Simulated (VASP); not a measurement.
Write the native input for VASP 6.6.1 that does the following.

- Task: relaxation of cell and atoms
- Functional: PBE
- Potentials or basis: VASP PAW PBE potentials, release 64 (Nb_sv, In_d, S)
- Cutoff: 600 eV
- k mesh: 4 × 4 × 4
- Occupations: gaussian, width 0.1 eV
- Spin: collinear spin
- Starting moments: [1.85, 0.04, -0.04, -0.04, -0.04, -0.04] μB
- Dipole correction: no
- Further INCAR settings: ALGO = Normal; EDIFF = 1e-06; IBRION = 2; EDIFFG = -0.04; NSW = 90; ISIF = 3

The structure of NbInS4 lies in POSCAR:

```
NbInS4
1.0
    0.0000000000      4.1334145800      4.1334145800
    4.1334145800      0.0000000000      4.1334145800
    4.1334145800      4.1334145800      0.0000000000
Nb In S
1 1 4
Direct
    0.7500000000      0.7500000000      0.7500000000
    0.0000000000      0.0000000000      0.0000000000
    0.8706559800      0.3764480100      0.3764480100
    0.3764480100      0.3764480100      0.3764480100
    0.3764480100      0.8706559800      0.3764480100
    0.3764480100      0.3764480100      0.8706559800
```

The cell was generated, and may not be a known phase.

These files were run (other wordings do the same):

INCAR

```
ALGO     = Normal         # electronic algorithm
EDIFF    = 1E-6           # SCF threshold, eV
EDIFFG   = -0.04          # ionic threshold
ENCUT    = 600            # plane-wave cutoff, eV
GGA      = PE             # functional
IBRION   = 2              # ionic algorithm
ISIF     = 3              # what is computed and relaxed
ISMEAR   = 0              # smearing method
ISPIN    = 2              # spin polarisation
LASPH    = T              # aspherical terms in the spheres
LCHARG   = F              # write CHGCAR
LMAXMIX  = 4              # l up to which the mixer works
LORBIT   = 11             # projections on sites
LREAL    = F              # projectors in reciprocal space
LWAVE    = F              # write WAVECAR
MAGMOM   = 1.85 0.04 -0.04 -0.04 -0.04 -0.04 # initial moments
NELM     = 150            # most SCF steps
NSW      = 90             # ionic steps
PREC     = Accurate       # precision mode
SIGMA    = 0.1            # smearing width, eV
```

KPOINTS

```
k-points
0
Gamma
  4 4 4
```

Potentials or basis: VASP PAW PBE potentials, release 64 (Nb_sv, In_d, S).

The run is started by

```bash
$ cat potpaw_PBE.64/Nb_sv/POTCAR potpaw_PBE.64/In_d/POTCAR potpaw_PBE.64/S/POTCAR > POTCAR
$ mpirun -np 1 vasp_std > vasp.out
```

It gave:

| Property | Result |
| --- | --- |
| Relaxed volume | 18.44 Å³/atom |
| Relaxed cell | a = 5.389 Å, b = 5.389 Å, c = 5.389 Å, α = 60.00°, β = 60.00°, γ = 60.00° |
| Space group after relaxing (to 0.1 Å) | F-43m (No. 216) |
| Energy gained by relaxing | 176.2 meV/atom |
| Ionic steps | 4 |
| Pressure after relaxing | 0.0 GPa |
| Largest force after relaxing | 0.023 eV/Å |
| Net moment | 1.95 μB per cell |
| Site moments | Nb +1.50; In +0.02; S -0.03 μB |
| Valence electrons inside the program's atomic spheres | Nb 10.45; In 11.29; S 3.54 |

Caveat: the volume moved by over 15 % at a fixed basis, so the end points are rough.

Run time: 20 min on 1 thread of Intel Xeon 8259CL, on a shared host, peak memory 0.42 GiB.
